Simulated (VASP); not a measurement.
# Ti (P6_3/mmc) in VASP: a series of runs

Ti is run at these levels: PBEsol; tasks: single point, relaxation of cell and atoms.

All numbers are computed with VASP 6.6.1; they aren't measurements. Logs are shortened: lines on timing, memory, paths and dates and some standing lists are left out, and cuts for length are marked.

### Step 1. The cell of the first run

It takes space group P6_3/mmc (No. 194, hexagonal). Conventional cell: a = 2.810 Å, b = 2.810 Å, c = 4.457 Å, α = 90.00°, β = 90.00°, γ = 120.00°. Within 3.6 Å of Ti (site symmetry -6m2) lie 12 Ti at 2.76 to 2.81 Å.

### Step 2. Single point, PBEsol

INCAR

```
ALGO = Normal
EDIFF = 1E-6
ENCUT = 520
GGA = PS
ISIF = 2
ISMEAR = -1
LASPH = True
LCHARG = False
LREAL = False
LWAVE = False
NBANDS = 19
NELM = 60
PREC = Accurate
SIGMA = 0.05
```

KPOINTS

```
k-points
0
Gamma
  16 16 9
```

POSCAR

```
Ti
1.0
    2.8104678071      0.0000000000      0.0000000000
   -1.4052339036      2.4339365175      0.0000000000
    0.0000000000      0.0000000000      4.4567866128
Ti
2
Direct
    0.3333333333      0.6666666667      0.2500000000
    0.6666666667      0.3333333333      0.7500000000
```

Potentials or basis: VASP PAW PBE potentials, release 64 (Ti_sv).

Command:

```sh
$ cat potpaw_PBE.64/Ti_sv/POTCAR > POTCAR
$ mpirun -np 1 vasp_std > vasp.out
```

OUTCAR:

```text
EDIFF = 1E-6
   ENCUT = 520
   GGA = PS
   ISIF = 2
   ISMEAR = -1
   LASPH = True
   LREAL = False
   NELM = 60
   PREC = Accurate

 ion  position               nearest neighbor table
   1  0.333  0.667  0.250-   2 2.76   2 2.76   2 2.76   2 2.76   2 2.76   2 2.76
   2  0.667  0.333  0.750-   1 2.76   1 2.76   1 2.76   1 2.76   1 2.76   1 2.76

  LATTYP: Found a hexagonal cell.
 ALAT       =     2.8104678071
 C/A-ratio  =     1.5857810581

  Lattice vectors:

 A1 = (   2.8104678071,   0.0000000000,   0.0000000000)
 A2 = (  -1.4052339036,   2.4339365175,   0.0000000000)
 A3 = (   0.0000000000,   0.0000000000,   4.4567866128)

Analysis of symmetry for initial positions (statically):
=====================================================================
 Subroutine PRICEL returns:
 Original cell was already a primitive cell.

 Routine SETGRP: Setting up the symmetry group for a
 hexagonal supercell.

 Subroutine GETGRP returns: Found 24 space group operations
 (whereof 12 operations were pure point group operations)
 out of a pool of 24 trial point group operations.

The static configuration has the point symmetry D_3d.
 The point group associated with its full space group is D_6h.

Analysis of symmetry for dynamics (positions and initial velocities):
=====================================================================
 Subroutine PRICEL returns:
 Original cell was already a primitive cell.

 Routine SETGRP: Setting up the symmetry group for a
 hexagonal supercell.

 Subroutine GETGRP returns: Found 24 space group operations
 (whereof 12 operations were pure point group operations)
 out of a pool of 24 trial point group operations.

The dynamic configuration has the point symmetry D_3d.
 The point group associated with its full space group is D_6h.

 Subroutine INISYM returns: Found 24 space group operations
 (whereof 12 operations are pure point group operations),
 and found     1 'primitive' translations

----------------------------------------------------------------------------------------

                                     Primitive cell

  volume of cell :      30.4866

  direct lattice vectors                    reciprocal lattice vectors
     2.810467807  0.000000000  0.000000000     0.355812651  0.205428530  0.000000000
    -1.405233904  2.433936517  0.000000000     0.000000000  0.410857059  0.000000000
     0.000000000  0.000000000  4.456786613     0.000000000  0.000000000  0.224376908

  length of vectors
     2.810467807  2.810467807  4.456786613     0.410857059  0.410857059  0.224376908

  position of ions in fractional coordinates (direct lattice)
     0.333333333  0.666666667  0.250000000
     0.666666667  0.333333333  0.750000000

  ion indices of the primitive-cell ions
   primitive index   ion index
                 1           1
                 2           2

----------------------------------------------------------------------------------------

 KPOINTS: k-points

Automatic generation of k-mesh.
 Grid dimensions read from file:
 generate k-points for:   16   16    9

 Generating k-lattice:

  Cartesian coordinates                     Fractional coordinates (reciprocal lattice)
     0.022238291  0.012839283  0.000000000     0.062500000  0.000000000  0.000000000
     0.000000000  0.025678566  0.000000000     0.000000000  0.062500000  0.000000000
     0.000000000  0.000000000  0.024930768     0.000000000  0.000000000  0.111111111

  Length of vectors
     0.025678566  0.025678566  0.024930768

  Shift w.r.t. Gamma in fractional coordinates (k-lattice)
     0.000000000  0.000000000  0.000000000

 Subroutine IBZKPT returns following result:
 ===========================================

 Found    150 irreducible k-points:

 Following reciprocal coordinates:
            Coordinates               Weight
  0.000000  0.000000  0.000000      1.000000
  0.062500 -0.000000  0.000000      6.000000
  0.125000 -0.000000  0.000000      6.000000
  0.187500 -0.000000  0.000000      6.000000
  0.250000 -0.000000  0.000000      6.000000
  0.312500 -0.000000  0.000000      6.000000
[... 16 lines left out ...]
  0.187500  0.187500  0.000000      6.000000
  0.250000  0.187500  0.000000     12.000000
 [... further k-points ...]
   k-points           NKPTS =    150   k-points in BZ     NKDIM =    150   number of bands    NBANDS=     19
   number of dos      NEDOS =    301   number of ions     NIONS =      2
   total plane-waves  NPLWV =  20736
   dimension x,y,z NGX =    24 NGY =   24 NGZ =   36
   dimension x,y,z NGXF=    48 NGYF=   48 NGZF=   72
   ions per type =               2
   NGX,Y,Z   is equivalent  to a cutoff of  14.20, 14.20, 13.43 a.u.
   NGXF,Y,Z  is equivalent  to a cutoff of  28.39, 28.39, 26.86 a.u.
 SYSTEM =  unknown system
   PREC   = accura    normal or accurate (medium, high low for compatibility)
   ISTART =      0    job   : 0-new  1-cont  2-samecut
   ICHARG =      2    charge: 1-file 2-atom 10-const
   ISPIN  =      1    spin polarized calculation?
   LNONCOLLINEAR =      F non collinear calculations
   LSORBIT =      F    spin-orbit coupling
   LASPH  =      T    aspherical Exc in radial PAW
   ENCUT  =  520.0 eV  38.22 Ry    6.18 a.u.   5.23  5.23  8.29*2*pi/ulx,y,z
   NELM   =     60;   NELMIN=  2; NELMDL= -5     # of ELM steps
   EDIFF  = 0.1E-05   stopping-criterion for ELM
   LREAL  =      F    real-space projection
   EDIFFG = 0.1E-04   stopping-criterion for IOM
   NSW    =      0    number of steps for IOM
   IBRION =     -1    ionic relax: 0-MD 1-quasi-New 2-CG
   NFREE  =      0    steps in history (QN), initial steepest desc. (CG)
   ISIF   =      2    stress and relaxation
   ISYM   =      2    0-nonsym 1-usesym 2-fastsym
   POTIM  = 0.5000    time-step for ionic-motion
   TEBEG  =    0.0;   TEEND  =   0.0 temperature during run
   PSTRESS=    0.0 pullay stress
   NELECT =      24.0000    total number of electrons
   NUPDOWN=      -1.0000    fix difference up-down
   EMIN   =  10.00;   EMAX   =-10.00  energy-range for DOS
   EFERMI =   0.00;   METHOD = LEGACY
   ISMEAR =    -1;   SIGMA  =   0.05  broadening in eV -4-tet -1-fermi 0-gaus
   EFERMI_NEDOS =   21; number of points for ismear=-14 and -15
   IALGO  =     38    algorithm
   IMIX   =      4    mixing-type and parameters
     AMIX     =   0.40;   BMIX     =  1.00
     AMIX_MAG =   1.60;   BMIX_MAG =  1.00
  volume/ion in A,a.u.               =      15.24       102.87
  Fermi-wavevector in a.u.,A,eV,Ry     =   1.511618  2.856544 31.089156  2.284989
  Thomas-Fermi vector in A             =   2.621651
   LORBIT       =      0    0 simple, 1 ext, 2 COOP (PROOUT), +10 PAW based schemes
   GGA     = PS    functional components
   LHFCALC =     F    Hartree Fock is set to
   AEXX    =    0.0000 exact exchange contribution
   IVDW    =     0    specifies the selected vdW correction
   LEPSILON=     F    determine dielectric tensor
   LRPA    =     F    only Hartree local field effects (RPA)
 non-spin polarized calculation
  energy-cutoff  :      520.00
  volume of cell :       30.49
 maximum number of plane-waves:       834
 NGX is ok and might be reduce to    24
   NGX = 11   NGY = 11   NGZ = 17

 number of electron      23.9999996 magnetization

 Free energy of the ion-electron system (eV)
  ---------------------------------------------------
  ext. energy  EPLUGINS =         0.00000000
  ---------------------------------------------------
  free energy    TOTEN  =       -16.58134750 eV

  energy without entropy =      -16.56624778  energy(sigma->0) =      -16.57379764

 E-fermi :   9.6551     XC(G=0): -12.2742

 val. band max:        9.6541396746   @ k =   0.2500   0.1875   0.4444
 cond. band min:       9.6562217337   @ k =   0.3125   0.1875   0.3333
 fundamental gap:      0.0020820591
 Fermi energy:         9.6550827149

 k-point     1 :       0.0000    0.0000    0.0000
  band No.  band energies     occupation
      1     -46.7721      2.00000
      2     -46.5387      2.00000
      3     -23.6355      2.00000
      4     -22.6705      2.00000
      5     -22.6705      2.00000
      6     -22.5521      2.00000
[... 11 lines left out ...]
     18      11.5159      0.00000
     19      13.3449      0.00000

 k-point     2 :       0.0625   -0.0000    0.0000
  band No.  band energies     occupation
      1     -46.7655      2.00000
      2     -46.5360      2.00000
      3     -23.6222      2.00000
      4     -22.6983      2.00000
      5     -22.6798      2.00000
      6     -22.5575      2.00000
[... 11 lines left out ...]
     18      11.4400      0.00000
     19      13.3874      0.00000

 k-point     3 :       0.1250   -0.0000    0.0000
  band No.  band energies     occupation
      1     -46.7464      2.00000
      2     -46.5285      2.00000
      3     -23.5836      2.00000
      4     -22.7778      2.00000
      5     -22.7055      2.00000
      6     -22.6318      2.00000
[... 11 lines left out ...]
     18      11.4188      0.00000
     19      13.4892      0.00000

 k-point     4 :       0.1875   -0.0000    0.0000
  band No.  band energies     occupation
      1     -46.7170      2.00000
      2     -46.5180      2.00000
      3     -23.5226      2.00000
      4     -22.8973      2.00000
      5     -22.7498      2.00000
      6     -22.7425      2.00000
[... 11 lines left out ...]
     18      11.7982      0.00000
     19      13.6053      0.00000

 k-point     5 :       0.2500   -0.0000    0.0000
  band No.  band energies     occupation
      1     -46.6809      2.00000
      2     -46.5068      2.00000
      3     -23.4443      2.00000
      4     -23.0392      2.00000
      5     -22.8843      2.00000
      6     -22.7846      2.00000
[... 11 lines left out ...]
     18      12.2781      0.00000
     19      13.7066      0.00000
[... 334 lines left out ...]
      2     -46.4933      2.00000
      3     -23.3523      2.00000
      4     -23.1723      2.00000
      5     -23.1652      2.00000
      6     -22.9346      2.00000
[... 11 lines left out ...]
     18      13.7318      0.00000
     19      14.6837      0.00000

 k-point    22 :       0.4375    0.1250    0.0000
  band No.  band energies     occupation
      1     -46.5593      2.00000
      2     -46.4950      2.00000
      3     -23.3778      2.00000
      4     -23.1873      2.00000
      5     -23.1330      2.00000
      6     -22.9485      2.00000
[... 11 lines left out ...]
     18      13.7365      0.00000
     19      15.1254      0.00000

 k-point    23 :       0.1875    0.1875    0.0000
  band No.  band energies     occupation
      1     -46.6333      2.00000
      2     -46.4959      2.00000
      3     -23.3342      2.00000
      4     -23.1075      2.00000
      5     -23.0948      2.00000
      6     -22.8208      2.00000
[... 11 lines left out ...]
     18      13.3638      0.00000
     19      13.6453      0.00000

 k-point    24 :       0.2500    0.1875    0.0000
  band No.  band energies     occupation
      1     -46.5997      2.00000
      2     -46.4921      2.00000
      3     -23.2493      2.00000
      4     -23.2132      2.00000
      5     -23.1371      2.00000
      6     -22.8871      2.00000
[... 11 lines left out ...]
     18      13.6407      0.00000
     19      14.0431      0.00000

 [... further k-points ...]
[... 5 lines left out ...]
  --------------------------------------------------------------------------------------
  -------------------------------------------------------------------------------------
  Total        2.3931674      2.3931674      2.3968225     -0.0000000      0.0000000     -0.0000000
  in kB      125.7691014    125.7691014    125.9611875     -0.0000000      0.0000000     -0.0000000
  external PRESSURE =     125.8331301 kB  Pullay stress =       0.0000000 kB

 VOLUME and BASIS-vectors are now :
 -----------------------------------------------------------------------------
  energy-cutoff  :      520.00
  volume of cell :       30.49
      direct lattice vectors                 reciprocal lattice vectors
     2.810467807  0.000000000  0.000000000     0.355812651  0.205428530  0.000000000
    -1.405233904  2.433936517  0.000000000     0.000000000  0.410857059  0.000000000
     0.000000000  0.000000000  4.456786613     0.000000000  0.000000000  0.224376908

 POSITION                                       TOTAL-FORCE (eV/Angst)
 -----------------------------------------------------------------------------------
     -0.00000      1.62262      1.11420         0.000000      0.000000      0.000000
      1.40523      0.81131      3.34259        -0.000000     -0.000000      0.000000
 -----------------------------------------------------------------------------------
    total drift:                               -0.000000      0.000000     -0.000000

  FREE ENERGIE OF THE ION-ELECTRON SYSTEM (eV)
  ---------------------------------------------------
  free  energy   TOTEN  =       -16.5813474952 eV

  energy  without entropy=      -16.5662477827  energy(sigma->0) =      -16.57379764
```

Wall time 31 s (1 thread of Intel Xeon 6975P-C (Granite Rapids), shared host); peak memory 0.2 GiB.

Results:

```
Free energy            : -16.5813 eV
Pressure               : 12.6 GPa
Band gap on the k mesh : zero (band 12 reaches 10.56 eV, above the bottom of band 13 at 9.39 eV)
```

Levels at points of the mesh, in eV from the Fermi level:
```tsv
k point	band 10	band 11	band 12	band 13	band 14	band 15
(0.00, 0.00, 0.00)	-3.04	0.84	0.84	0.98	1.20	1.44
(0.50, 0.00, 0.00)	-2.52	-2.22	-0.44	0.49	0.75	1.38
```

Caveat: the PAW data sets were made with another functional, which shifts forces and pressure a little.

(Continued in part 2 of 2.)
